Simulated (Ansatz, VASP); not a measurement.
## Ru: VASP beside Ansatz

File INCAR:

```
SYSTEM = Ru
PREC = Accurate ; ENCUT = 520
EDIFF = 1E-6 ; ISMEAR = -1
SIGMA = 0.03 ; LREAL = .False.
LASPH = .True. ; NELM = 100
ALGO = Normal ; ISIF = 2
LWAVE = .False. ; LCHARG = .False.
GGA = PS ; NBANDS = 21
```

KPOINTS

```
Automatic mesh
0
Gamma
  14 14 8
  0 0 0
```

File POSCAR:

```
Ru
1.0
    2.7414060403      0.0000000000      0.0000000000
   -1.3707030201      2.3741272730      0.0000000000
    0.0000000000      0.0000000000      4.3382472512
Ru
2
Direct
    0.3333333333      0.6666666667      0.2500000000
    0.6666666667      0.3333333333      0.7500000000
```

Input for Ansatz:

```yaml
crystal:
  lattice:
    - [2.7414060403, 0.0, 0.0]
    - [-1.3707030201, 2.374127273, 0.0]
    - [0.0, 0.0, 4.3382472512]
  atoms:
    - { symbol: Ru, position: [0.3333333333, 0.6666666667, 0.25] }
    - { symbol: Ru, position: [0.6666666667, 0.3333333333, 0.75] }
kpoints:
  mp_grid: { grid: [14, 14, 8] }
  band_path:
    path:
      - [0.0, 0.0, 0.0]
      - [0.5, 0.0, 0.0]
      - [0.3333333333, 0.3333333333, 0.0]
      - [0.0, 0.0, 0.0]
      - [0.0, 0.0, 0.5]
      - [0.5, 0.0, 0.5]
      - [0.3333333333, 0.3333333333, 0.5]
      - [0.0, 0.0, 0.5]
      - [0.5, 0.0, 0.5]
    npoints: 5
scf:
  occupations: { method: fermi_dirac, width: 0.03 }
hamiltonian:
  xc: pbesol
  pseudopotentials: { kind: all_electron, lapw: { basis_error: 0.0005 } }
output:
  forces: true
  stress: true
  eigenvalues: true
```

Change from the starting cell: volume scaled by 1.04.

Alike in both runs: task single point; functional PBEsol; k mesh 14 × 14 × 8; occupations fermi-dirac, width 0.03 eV; no spin polarisation.

|  | VASP | Ansatz |
| --- | --- | --- |
| version | VASP 6.6.1 | Ansatz 0.2.0 |
| potentials or method | VASP PAW PBE potentials, release 64 (Ru_pv), cutoff 520 eV | all-electron LAPW, scalar-relativistic |

Ansatz gave:

```
pressure (GPa)                                                : -17.6
traceless stress, the component that is largest in VASP (GPa) : -1.75
```

Which values does VASP return?

Pressure (GPa): -17.6; traceless stress, the component that is largest in VASP (GPa): -1.72.

VASP's potentials were made for PBE, not for PBEsol. Ansatz ran all-electron here, and VASP with PAW potentials.
